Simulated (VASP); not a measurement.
# GaP (R-3m) in VASP: single point with PBEsol

Aim: the single point of GaP with PBEsol.

Everything below comes from runs of VASP 6.6.1. Logs are shortened: lines on timing, memory, paths and dates and some standing lists are left out, and cuts for length are marked.

### Step 1. The cell of the first run

It takes space group R-3m (No. 166, trigonal). The conventional cell has a = 3.734 Å, b = 3.734 Å, c = 18.599 Å, α = 90.00°, β = 90.00°, γ = 120.00°. Within 3.1 Å of Ga (site symmetry 3m) lie 3 P at 2.31 Å and 1 Ga at 2.39 Å. Within 2.8 Å of P (site symmetry 3m) lie 1 P at 2.15 Å and 3 Ga at 2.31 Å.

### Step 2. Single point, PBEsol

INCAR reads:

```
SYSTEM = GaP
  PREC = Accurate
  ENCUT = 520
  EDIFF = 1E-6
  ISMEAR = 0
  SIGMA = 0.05
  LREAL = .FALSE.
  LASPH = .TRUE.
  NELM = 100
  ALGO = Normal
  ISIF = 2
  LWAVE = .FALSE.
  LCHARG = .FALSE.
  GGA = PS
  NBANDS = 26
```

KPOINTS reads:

```
regular mesh
0
G
  9 9 9
  0 0 0
```

POSCAR reads:

```
GaP
1.0
    1.8669463122      1.0778819559      6.1996639755
   -1.8669463122      1.0778819559      6.1996639755
    0.0000000000     -2.1557639119      6.1996639755
Ga P
2 2
Direct
    0.4357994416      0.4357994416      0.4357994416
    0.5642005584      0.5642005584      0.5642005584
    0.0577965230      0.0577965230      0.0577965230
    0.9422034770      0.9422034770      0.9422034770
```

Potentials or basis: VASP PAW PBE potentials, release 64 (Ga_d, P).

The run is started by

```bash
$ cat potpaw_PBE.64/Ga_d/POTCAR potpaw_PBE.64/P/POTCAR > POTCAR
$ mpirun -np 1 vasp_std > vasp.out
```

OUTCAR:

```text
SYSTEM = GaP
   PREC = Accurate
   ENCUT = 520
   EDIFF = 1E-6
   ISMEAR = 0
   LREAL = .FALSE.
   LASPH = .TRUE.
   NELM = 100
   ISIF = 2
   GGA = PS

 ion  position               nearest neighbor table
   1  0.436  0.436  0.436-   3 2.31   3 2.31   3 2.31   2 2.39
   2  0.564  0.564  0.564-   4 2.31   4 2.31   4 2.31   1 2.39
   3  0.058  0.058  0.058-   4 2.15   1 2.31   1 2.31   1 2.31
   4  0.942  0.942  0.942-   3 2.15   2 2.31   2 2.31   2 2.31

  LATTYP: Found a trigonal (rhomboedric) cell.
 ALAT       =     6.5637757010
 COS(alpha) =     0.8381971413

  Lattice vectors:

 A1 = (   1.8669463122,   1.0778819559,   6.1996639755)
 A2 = (  -1.8669463122,   1.0778819559,   6.1996639755)
 A3 = (   0.0000000000,  -2.1557639119,   6.1996639755)

Analysis of symmetry for initial positions (statically):
=====================================================================
 Subroutine PRICEL returns:
 Original cell was already a primitive cell.

 Routine SETGRP: Setting up the symmetry group for a
 trigonal (rhombohedral) supercell.

 Subroutine GETGRP returns: Found 12 space group operations
 (whereof 12 operations were pure point group operations)
 out of a pool of 12 trial point group operations.

The static configuration has the point symmetry D_3d.

Analysis of symmetry for dynamics (positions and initial velocities):
=====================================================================
 Subroutine PRICEL returns:
 Original cell was already a primitive cell.

 Routine SETGRP: Setting up the symmetry group for a
 trigonal (rhombohedral) supercell.

 Subroutine GETGRP returns: Found 12 space group operations
 (whereof 12 operations were pure point group operations)
 out of a pool of 12 trial point group operations.

The dynamic configuration has the point symmetry D_3d.

 Subroutine INISYM returns: Found 12 space group operations
 (whereof 12 operations are pure point group operations),
 and found     1 'primitive' translations

----------------------------------------------------------------------------------------

                                     Primitive cell

  volume of cell :      74.8553

  direct lattice vectors                    reciprocal lattice vectors
     1.866946312  1.077881956  6.199663976     0.267817021  0.154624229  0.053766355
    -1.866946312  1.077881956  6.199663976    -0.267817021  0.154624229  0.053766355
     0.000000000 -2.155763912  6.199663976     0.000000000 -0.309248459  0.053766355

  length of vectors
     6.563775701  6.563775701  6.563775701     0.313887607  0.313887607  0.313887607

  position of ions in fractional coordinates (direct lattice)
     0.435799442  0.435799442  0.435799442
     0.564200558  0.564200558  0.564200558
     0.057796523  0.057796523  0.057796523
     0.942203477  0.942203477  0.942203477

  ion indices of the primitive-cell ions
   primitive index   ion index
                 1           1
                 2           2
                 3           3
                 4           4

----------------------------------------------------------------------------------------

 KPOINTS: regular mesh

Automatic generation of k-mesh.
 Grid dimensions read from file:
 generate k-points for:    9    9    9

 Generating k-lattice:

  Cartesian coordinates                     Fractional coordinates (reciprocal lattice)
     0.029757447  0.017180470  0.005974039     0.111111111  0.000000000  0.000000000
    -0.029757447  0.017180470  0.005974039     0.000000000  0.111111111  0.000000000
     0.000000000 -0.034360940  0.005974039     0.000000000  0.000000000  0.111111111

  Length of vectors
     0.034876401  0.034876401  0.034876401

  Shift w.r.t. Gamma in fractional coordinates (k-lattice)
     0.000000000  0.000000000  0.000000000

 Subroutine IBZKPT returns following result:
 ===========================================

 Found     85 irreducible k-points:

 Following reciprocal coordinates:
            Coordinates               Weight
  0.000000  0.000000  0.000000      1.000000
  0.111111  0.000000  0.000000      6.000000
  0.222222  0.000000  0.000000      6.000000
  0.333333  0.000000  0.000000      6.000000
  0.444444  0.000000  0.000000      6.000000
  0.111111  0.111111  0.000000      6.000000
[... 16 lines left out ...]
 -0.333333  0.333333  0.000000      6.000000
  0.444444  0.444444  0.000000      6.000000
 [... further k-points ...]
   k-points           NKPTS =     85   k-points in BZ     NKDIM =     85   number of bands    NBANDS=     26
   number of dos      NEDOS =    301   number of ions     NIONS =      4
   total plane-waves  NPLWV = 125000
   dimension x,y,z NGX =    50 NGY =   50 NGZ =   50
   dimension x,y,z NGXF=   100 NGYF=  100 NGZF=  100
   ions per type =               2   2
   NGX,Y,Z   is equivalent  to a cutoff of  12.66, 12.66, 12.66 a.u.
   NGXF,Y,Z  is equivalent  to a cutoff of  25.33, 25.33, 25.33 a.u.
 SYSTEM =  GaP
   PREC   = accura    normal or accurate (medium, high low for compatibility)
   ISTART =      0    job   : 0-new  1-cont  2-samecut
   ICHARG =      2    charge: 1-file 2-atom 10-const
   ISPIN  =      1    spin polarized calculation?
   LNONCOLLINEAR =      F non collinear calculations
   LSORBIT =      F    spin-orbit coupling
   LASPH  =      T    aspherical Exc in radial PAW
   ENCUT  =  520.0 eV  38.22 Ry    6.18 a.u.  12.20 12.20 12.20*2*pi/ulx,y,z
   NELM   =    100;   NELMIN=  2; NELMDL= -5     # of ELM steps
   EDIFF  = 0.1E-05   stopping-criterion for ELM
   LREAL  =      F    real-space projection
   EDIFFG = 0.1E-04   stopping-criterion for IOM
   NSW    =      0    number of steps for IOM
   IBRION =     -1    ionic relax: 0-MD 1-quasi-New 2-CG
   NFREE  =      0    steps in history (QN), initial steepest desc. (CG)
   ISIF   =      2    stress and relaxation
   ISYM   =      2    0-nonsym 1-usesym 2-fastsym
   POTIM  = 0.5000    time-step for ionic-motion
   TEBEG  =    0.0;   TEEND  =   0.0 temperature during run
   PSTRESS=    0.0 pullay stress
   NELECT =      36.0000    total number of electrons
   NUPDOWN=      -1.0000    fix difference up-down
   EMIN   =  10.00;   EMAX   =-10.00  energy-range for DOS
   EFERMI =   0.00;   METHOD = LEGACY
   ISMEAR =     0;   SIGMA  =   0.05  broadening in eV -4-tet -1-fermi 0-gaus
   EFERMI_NEDOS =   21; number of points for ismear=-14 and -15
   IALGO  =     38    algorithm
   IMIX   =      4    mixing-type and parameters
     AMIX     =   0.40;   BMIX     =  1.00
     AMIX_MAG =   1.60;   BMIX_MAG =  1.00
  volume/ion in A,a.u.               =      18.71       126.29
  Fermi-wavevector in a.u.,A,eV,Ry     =   1.282630  2.423820 22.383498  1.645141
  Thomas-Fermi vector in A             =   2.414931
   LORBIT       =      0    0 simple, 1 ext, 2 COOP (PROOUT), +10 PAW based schemes
   GGA     = PS    functional components
   LHFCALC =     F    Hartree Fock is set to
   AEXX    =    0.0000 exact exchange contribution
   IVDW    =     0    specifies the selected vdW correction
   LEPSILON=     F    determine dielectric tensor
   LRPA    =     F    only Hartree local field effects (RPA)
 non-spin polarized calculation
 Gauss-broadening in eV      SIGMA  =   0.05
  energy-cutoff  :      520.00
  volume of cell :       74.86
 maximum number of plane-waves:      2029
 NGX is ok and might be reduce to    50
   NGX = 25   NGY = 25   NGZ = 25

 number of electron      36.0000000 magnetization

 Free energy of the ion-electron system (eV)
  ---------------------------------------------------
  ext. energy  EPLUGINS =         0.00000000
  ---------------------------------------------------
  free energy    TOTEN  =       -19.21234197 eV

  energy without entropy =      -19.21234197  energy(sigma->0) =      -19.21234197

 E-fermi :   6.0192     XC(G=0): -10.3878

 val. band max:        5.7415841616   @ k =   0.0000   0.0000   0.0000
 cond. band min:       6.4325208427   @ k =  -0.4444  -0.4444   0.1111
 fundamental gap:      0.6909366811
 Fermi energy:         6.0192321708

 k-point     1 :       0.0000    0.0000    0.0000
  band No.  band energies     occupation
      1      -9.2808      2.00000
      2      -9.1018      2.00000
      3      -9.1018      2.00000
      4      -9.0802      2.00000
      5      -9.0802      2.00000
      6      -9.0072      2.00000
[... 18 lines left out ...]
     25      10.0328      0.00000
     26      14.0426      0.00000

 k-point     2 :       0.1111    0.0000    0.0000
  band No.  band energies     occupation
      1      -9.2770      2.00000
      2      -9.1324      2.00000
      3      -9.0999      2.00000
      4      -9.0926      2.00000
      5      -9.0726      2.00000
      6      -9.0112      2.00000
[... 18 lines left out ...]
     25      10.5190      0.00000
     26      13.8798      0.00000

 k-point     3 :       0.2222    0.0000    0.0000
  band No.  band energies     occupation
      1      -9.2703      2.00000
      2      -9.1870      2.00000
      3      -9.1178      2.00000
      4      -9.0961      2.00000
      5      -9.0534      2.00000
      6      -9.0212      2.00000
[... 18 lines left out ...]
     25      11.7337      0.00000
     26      13.1443      0.00000

 k-point     4 :       0.3333    0.0000    0.0000
  band No.  band energies     occupation
      1      -9.2725      2.00000
      2      -9.2243      2.00000
      3      -9.1389      2.00000
      4      -9.0935      2.00000
      5      -9.0328      2.00000
      6      -9.0316      2.00000
[... 18 lines left out ...]
     25      12.8671      0.00000
     26      13.1577      0.00000
[... 496 lines left out ...]
      1      -9.2684      2.00000
      2      -9.2162      2.00000
      3      -9.1708      2.00000
      4      -9.0921      2.00000
      5      -9.0615      2.00000
      6      -8.9992      2.00000
[... 18 lines left out ...]
     25      13.8430      0.00000
     26      14.6096      0.00000

 k-point    23 :      -0.3333    0.3333    0.0000
  band No.  band energies     occupation
      1      -9.2720      2.00000
      2      -9.2183      2.00000
      3      -9.1674      2.00000
      4      -9.0796      2.00000
      5      -9.0776      2.00000
      6      -8.9857      2.00000
[... 18 lines left out ...]
     25      13.3663      0.00000
     26      13.8265      0.00000

 k-point    24 :       0.4444    0.4444    0.0000
  band No.  band energies     occupation
      1      -9.2748      2.00000
      2      -9.2048      2.00000
      3      -9.1791      2.00000
      4      -9.1007      2.00000
      5      -9.0410      2.00000
      6      -9.0152      2.00000
[... 18 lines left out ...]
     25      15.0279      0.00000
     26      15.7662      0.00000

 [... further k-points ...]
[... 5 lines left out ...]
  --------------------------------------------------------------------------------------
  -------------------------------------------------------------------------------------
  Total        3.1661511      3.1661511      3.6170944      0.0000000     -0.0000000      0.0000000
  in kB       67.7672382     67.7672382     77.4190768      0.0000000     -0.0000000      0.0000000
  external PRESSURE =      70.9845177 kB  Pullay stress =       0.0000000 kB

 VOLUME and BASIS-vectors are now :
 -----------------------------------------------------------------------------
  energy-cutoff  :      520.00
  volume of cell :       74.86
      direct lattice vectors                 reciprocal lattice vectors
     1.866946312  1.077881956  6.199663976     0.267817021  0.154624229  0.053766355
    -1.866946312  1.077881956  6.199663976    -0.267817021  0.154624229  0.053766355
     0.000000000 -2.155763912  6.199663976     0.000000000 -0.309248459  0.053766355

 POSITION                                       TOTAL-FORCE (eV/Angst)
 -----------------------------------------------------------------------------------
      0.00000     -0.00000      8.10543         0.000000     -0.000000      0.091876
      0.00000     -0.00000     10.49356         0.000000      0.000000     -0.091876
      0.00000     -0.00000      1.07496         0.000000     -0.000000      0.180486
      0.00000     -0.00000     17.52403         0.000000      0.000000     -0.180486
 -----------------------------------------------------------------------------------
    total drift:                               -0.000000      0.000000      0.000000

  FREE ENERGIE OF THE ION-ELECTRON SYSTEM (eV)
  ---------------------------------------------------
  free  energy   TOTEN  =       -19.2123419710 eV

  energy  without entropy=      -19.2123419710  energy(sigma->0) =      -19.21234197
```

Run time: 5.3 min. Hardware: 1 thread of Intel Xeon Platinum 8259CL at 2.50GHz (Skylake/Cascade Lake), shared host; peak memory 0.42 GiB.

Results:

* Free energy: -19.2123 eV
* Pressure: 7.1 GPa
* Largest force: 0.180 eV/Å
* Band gap on the k mesh: 0.69 eV, indirect (least direct gap 1.30 eV)

Forces on the atoms (eV/Å):
```
Ga   0.000  0.000  0.092
Ga   0.000  0.000 -0.092
P    0.000  0.000  0.180
P    0.000  0.000 -0.180
```

Stress tensor (GPa, compression positive):
```
6.78 0.00 0.00
0.00 6.78 0.00
0.00 0.00 7.74
```

Levels at points of the mesh, in eV from the valence-band top:
```csv
k point,band 16,band 17,band 18,band 19,band 20,band 21
"(0.00, 0.00, 0.00)",-0.28,0.00,0.00,1.30,2.25,2.91
```

Caveat: the PAW data sets were made with another functional, which shifts forces and pressure a little.
